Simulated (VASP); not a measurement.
# Te (P4_132) in VASP: a series of runs

The runs below take Te through single point, with LDA, PBE, PBEsol, RPBE.

All numbers are computed with VASP 6.6.1; they aren't measurements. Logs are shortened: lines on timing, memory, paths and dates and some standing lists are left out, and cuts for length are marked.

## 1. The cell of the first run

Symmetry: P4_132, No. 213, cubic system. Conventional cell: a = 5.223 Å, b = 5.223 Å, c = 5.223 Å, α = 90.00°, β = 90.00°, γ = 90.00°. Te (site symmetry 32) has 6 Te at 3.20 Å within 4.2 Å.

## 2. Single point, LDA

The input, INCAR:

```
ALGO = Normal
EDIFF = 1E-7
ENCUT = 520
GGA = CA
ISIF = 2
ISMEAR = -1
LASPH = T
LCHARG = F
LREAL = F
LWAVE = F
NBANDS = 20
NELM = 80
PREC = Accurate
SIGMA = 0.05
```

The input, KPOINTS:

```
k-points
0
Gamma
  4 4 4
```

The input, POSCAR:

```
Te
1.0
    5.2232600000      0.0000000000      0.0000000000
    0.0000000000      5.2232600000      0.0000000000
    0.0000000000      0.0000000000      5.2232600000
Te
4
Direct
    0.8750000000      0.1250000000      0.6250000000
    0.3750000000      0.3750000000      0.3750000000
    0.1250000000      0.6250000000      0.8750000000
    0.6250000000      0.8750000000      0.1250000000
```

Potentials or basis: VASP PAW LDA potentials, release 64 (Te).

Run with:

```bash
> cat potpaw_LDA.64/Te/POTCAR > POTCAR
> mpirun -np 1 vasp_std > vasp.out
```

OUTCAR:

```text
EDIFF = 1E-7
   ENCUT = 520
   GGA = CA
   ISIF = 2
   ISMEAR = -1
   LASPH = T
   LREAL = F
   NELM = 80
   PREC = Accurate

 ion  position               nearest neighbor table
   1  0.875  0.125  0.625-   4 3.20   4 3.20   2 3.20   3 3.20   3 3.20   2 3.20
   2  0.375  0.375  0.375-   3 3.20   3 3.20   4 3.20   1 3.20   4 3.20   1 3.20
   3  0.125  0.625  0.875-   2 3.20   2 3.20   4 3.20   1 3.20   1 3.20   4 3.20
   4  0.625  0.875  0.125-   1 3.20   1 3.20   3 3.20   2 3.20   2 3.20   3 3.20

  LATTYP: Found a simple cubic cell.
 ALAT       =     5.2232600000

  Lattice vectors:

 A1 = (   5.2232600000,   0.0000000000,   0.0000000000)
 A2 = (   0.0000000000,   5.2232600000,   0.0000000000)
 A3 = (   0.0000000000,   0.0000000000,   5.2232600000)

Analysis of symmetry for initial positions (statically):
=====================================================================
 Subroutine PRICEL returns:
 Original cell was already a primitive cell.

 Routine SETGRP: Setting up the symmetry group for a
 simple cubic supercell.

 Subroutine GETGRP returns: Found 24 space group operations
 (whereof  3 operations were pure point group operations)
 out of a pool of 48 trial point group operations.

The static configuration has the point symmetry C_3 .
 The point group associated with its full space group is O   .

Analysis of symmetry for dynamics (positions and initial velocities):
=====================================================================
 Subroutine PRICEL returns:
 Original cell was already a primitive cell.

 Routine SETGRP: Setting up the symmetry group for a
 simple cubic supercell.

 Subroutine GETGRP returns: Found 24 space group operations
 (whereof  3 operations were pure point group operations)
 out of a pool of 48 trial point group operations.

The dynamic configuration has the point symmetry C_3 .
 The point group associated with its full space group is O   .

 Subroutine INISYM returns: Found 24 space group operations
 (whereof  3 operations are pure point group operations),
 and found     1 'primitive' translations

----------------------------------------------------------------------------------------

                                     Primitive cell

  volume of cell :     142.5033

  direct lattice vectors                    reciprocal lattice vectors
     5.223260000  0.000000000  0.000000000     0.191451316  0.000000000  0.000000000
     0.000000000  5.223260000  0.000000000     0.000000000  0.191451316  0.000000000
     0.000000000  0.000000000  5.223260000     0.000000000  0.000000000  0.191451316

  length of vectors
     5.223260000  5.223260000  5.223260000     0.191451316  0.191451316  0.191451316

  position of ions in fractional coordinates (direct lattice)
     0.875000000  0.125000000  0.625000000
     0.375000000  0.375000000  0.375000000
     0.125000000  0.625000000  0.875000000
     0.625000000  0.875000000  0.125000000

  ion indices of the primitive-cell ions
   primitive index   ion index
                 1           1
                 2           2
                 3           3
                 4           4

----------------------------------------------------------------------------------------

 KPOINTS: k-points

Automatic generation of k-mesh.
 Grid dimensions read from file:
 generate k-points for:    4    4    4

 Generating k-lattice:

  Cartesian coordinates                     Fractional coordinates (reciprocal lattice)
     0.047862829  0.000000000  0.000000000     0.250000000  0.000000000  0.000000000
     0.000000000  0.047862829  0.000000000     0.000000000  0.250000000  0.000000000
     0.000000000  0.000000000  0.047862829     0.000000000  0.000000000  0.250000000

  Length of vectors
     0.047862829  0.047862829  0.047862829

  Shift w.r.t. Gamma in fractional coordinates (k-lattice)
     0.000000000  0.000000000  0.000000000

 Subroutine IBZKPT returns following result:
 ===========================================

 Found     10 irreducible k-points:

 Following reciprocal coordinates:
            Coordinates               Weight
  0.000000  0.000000  0.000000      1.000000
  0.250000  0.000000  0.000000      6.000000
  0.500000  0.000000  0.000000      3.000000
  0.250000  0.250000  0.000000     12.000000
  0.500000  0.250000  0.000000     12.000000
  0.500000  0.500000  0.000000      3.000000
  0.250000  0.250000  0.250000      8.000000
  0.500000  0.250000  0.250000     12.000000
  0.500000  0.500000  0.250000      6.000000
  0.500000  0.500000  0.500000      1.000000
   k-points           NKPTS =     10   k-points in BZ     NKDIM =     10   number of bands    NBANDS=     20
   number of dos      NEDOS =    301   number of ions     NIONS =      4
   total plane-waves  NPLWV =  64000
   dimension x,y,z NGX =    40 NGY =   40 NGZ =   40
   dimension x,y,z NGXF=    80 NGYF=   80 NGZF=   80
   ions per type =               4
   NGX,Y,Z   is equivalent  to a cutoff of  12.73, 12.73, 12.73 a.u.
   NGXF,Y,Z  is equivalent  to a cutoff of  25.46, 25.46, 25.46 a.u.
 SYSTEM =  unknown system
   PREC   = accura    normal or accurate (medium, high low for compatibility)
   ISTART =      0    job   : 0-new  1-cont  2-samecut
   ICHARG =      2    charge: 1-file 2-atom 10-const
   ISPIN  =      1    spin polarized calculation?
   LNONCOLLINEAR =      F non collinear calculations
   LSORBIT =      F    spin-orbit coupling
   LASPH  =      T    aspherical Exc in radial PAW
   ENCUT  =  520.0 eV  38.22 Ry    6.18 a.u.   9.71  9.71  9.71*2*pi/ulx,y,z
   NELM   =     80;   NELMIN=  2; NELMDL= -5     # of ELM steps
   EDIFF  = 0.1E-06   stopping-criterion for ELM
   LREAL  =      F    real-space projection
   EDIFFG = 0.1E-05   stopping-criterion for IOM
   NSW    =      0    number of steps for IOM
   IBRION =     -1    ionic relax: 0-MD 1-quasi-New 2-CG
   NFREE  =      0    steps in history (QN), initial steepest desc. (CG)
   ISIF   =      2    stress and relaxation
   ISYM   =      2    0-nonsym 1-usesym 2-fastsym
   POTIM  = 0.5000    time-step for ionic-motion
   TEBEG  =    0.0;   TEEND  =   0.0 temperature during run
   PSTRESS=    0.0 pullay stress
   NELECT =      24.0000    total number of electrons
   NUPDOWN=      -1.0000    fix difference up-down
   EMIN   =  10.00;   EMAX   =-10.00  energy-range for DOS
   EFERMI =   0.00;   METHOD = LEGACY
   ISMEAR =    -1;   SIGMA  =   0.05  broadening in eV -4-tet -1-fermi 0-gaus
   EFERMI_NEDOS =   21; number of points for ismear=-14 and -15
   IALGO  =     38    algorithm
   IMIX   =      4    mixing-type and parameters
     AMIX     =   0.40;   BMIX     =  1.00
     AMIX_MAG =   1.60;   BMIX_MAG =  1.00
  volume/ion in A,a.u.               =      35.63       240.41
  Fermi-wavevector in a.u.,A,eV,Ry     =   0.904073  1.708451 11.120700  0.817348
  Thomas-Fermi vector in A             =   2.027476
   LORBIT       =      0    0 simple, 1 ext, 2 COOP (PROOUT), +10 PAW based schemes
   GGA     = CA    functional components
   LHFCALC =     F    Hartree Fock is set to
   AEXX    =    0.0000 exact exchange contribution
   IVDW    =     0    specifies the selected vdW correction
   LEPSILON=     F    determine dielectric tensor
   LRPA    =     F    only Hartree local field effects (RPA)
 non-spin polarized calculation
  energy-cutoff  :      520.00
  volume of cell :      142.50
 maximum number of plane-waves:      3887
 NGX is ok and might be reduce to    40
   NGX = 19   NGY = 19   NGZ = 19

 number of electron      23.9999997 magnetization

 Free energy of the ion-electron system (eV)
  ---------------------------------------------------
  ext. energy  EPLUGINS =         0.00000000
  ---------------------------------------------------
  free energy    TOTEN  =       -14.16394298 eV

  energy without entropy =      -14.14665793  energy(sigma->0) =      -14.15530045

 E-fermi :   5.3632     XC(G=0):  -9.0669

 val. band max:        5.1583575190   @ k =   0.5000   0.2500   0.2500
 cond. band min:       5.3946781094   @ k =   0.2500   0.2500   0.0000
 fundamental gap:      0.2363205905
 Fermi energy:         5.3632163539

 k-point     1 :       0.0000    0.0000    0.0000
  band No.  band energies     occupation
      1      -8.1163      2.00000
      2      -5.0916      2.00000
      3      -5.0916      2.00000
      4      -5.0916      2.00000
      5       1.8933      2.00000
      6       1.8933      2.00000
[... 12 lines left out ...]
     19      11.5073      0.00000
     20      11.5084      0.00000

 k-point     2 :       0.2500    0.0000    0.0000
  band No.  band energies     occupation
      1      -7.8623      2.00000
      2      -6.1168      2.00000
      3      -4.9114      2.00000
      4      -4.4799      2.00000
      5       0.7842      2.00000
      6       1.3239      2.00000
[... 12 lines left out ...]
     19      10.7758      0.00000
     20      10.9333      0.00000

 k-point     3 :       0.5000    0.0000    0.0000
  band No.  band energies     occupation
      1      -7.1440      2.00000
      2      -7.1440      2.00000
      3      -4.5360      2.00000
      4      -4.5360      2.00000
      5       0.6334      2.00000
      6       0.6334      2.00000
[... 12 lines left out ...]
     19      11.3570      0.00000
     20      11.3570      0.00000

 k-point     4 :       0.2500    0.2500    0.0000
  band No.  band energies     occupation
      1      -7.6227      2.00000
      2      -6.2690      2.00000
      3      -5.1694      2.00000
      4      -4.4630      2.00000
      5       0.5026      2.00000
      6       1.2766      2.00000
[... 107 lines left out ...]
 k-point     9 :       0.5000    0.5000    0.2500
  band No.  band energies     occupation
      1      -6.5385      2.00000
      2      -6.5385      2.00000
      3      -5.4723      2.00000
      4      -5.4723      2.00000
      5       0.3463      2.00000
      6       0.3463      2.00000
[... 12 lines left out ...]
     19      10.8293      0.00000
     20      10.8293      0.00000

 k-point    10 :       0.5000    0.5000    0.5000
  band No.  band energies     occupation
      1      -6.0146      2.00000
      2      -6.0146      2.00000
      3      -6.0146      2.00000
      4      -6.0146      2.00000
      5       0.4496      2.00000
      6       0.4496      2.00000
[... 12 lines left out ...]
     19      11.4976      0.00000
     20      11.4976      0.00000

------------------------ aborting loop because EDIFF is reached ----------------------------------------

  FORCE on cell =-STRESS in cart. coord.  units (eV):
  Direction    XX          YY          ZZ          XY          YZ          ZX
  --------------------------------------------------------------------------------------
  -------------------------------------------------------------------------------------
  Total       -2.5798567     -2.5798567     -2.5798567     -0.0000000     -0.0000000     -0.0000000
  in kB      -29.0055582    -29.0055582    -29.0055582     -0.0000000     -0.0000000     -0.0000000
  external PRESSURE =     -29.0055582 kB  Pullay stress =       0.0000000 kB

 VOLUME and BASIS-vectors are now :
 -----------------------------------------------------------------------------
  energy-cutoff  :      520.00
  volume of cell :      142.50
      direct lattice vectors                 reciprocal lattice vectors
     5.223260000  0.000000000  0.000000000     0.191451316  0.000000000  0.000000000
     0.000000000  5.223260000  0.000000000     0.000000000  0.191451316  0.000000000
     0.000000000  0.000000000  5.223260000     0.000000000  0.000000000  0.191451316

 POSITION                                       TOTAL-FORCE (eV/Angst)
 -----------------------------------------------------------------------------------
      4.57035      0.65291      3.26454        -0.000000      0.000000      0.000000
      1.95872      1.95872      1.95872         0.000000      0.000000      0.000000
      0.65291      3.26454      4.57035         0.000000      0.000000      0.000000
      3.26454      4.57035      0.65291         0.000000     -0.000000      0.000000
 -----------------------------------------------------------------------------------
    total drift:                               -0.000000      0.000000      0.000000

  FREE ENERGIE OF THE ION-ELECTRON SYSTEM (eV)
  ---------------------------------------------------
  free  energy   TOTEN  =       -14.1639429809 eV

  energy  without entropy=      -14.1466579278  energy(sigma->0) =      -14.15530045
```

Run time: 13 s. Hardware: 1 thread of AMD EPYC 9R45 (Zen 5), shared host; peak memory 0.16 GiB.

What came out:

```
Free energy            : -14.1639 eV
Pressure               : -2.9 GPa
Band gap on the k mesh : zero (band 12 reaches 5.52 eV, above the bottom of band 13 at 5.39 eV)
```

Caveat: spin-orbit coupling is left out, which moves the levels of the heavy elements.

(Continued in part 2 of 2.)
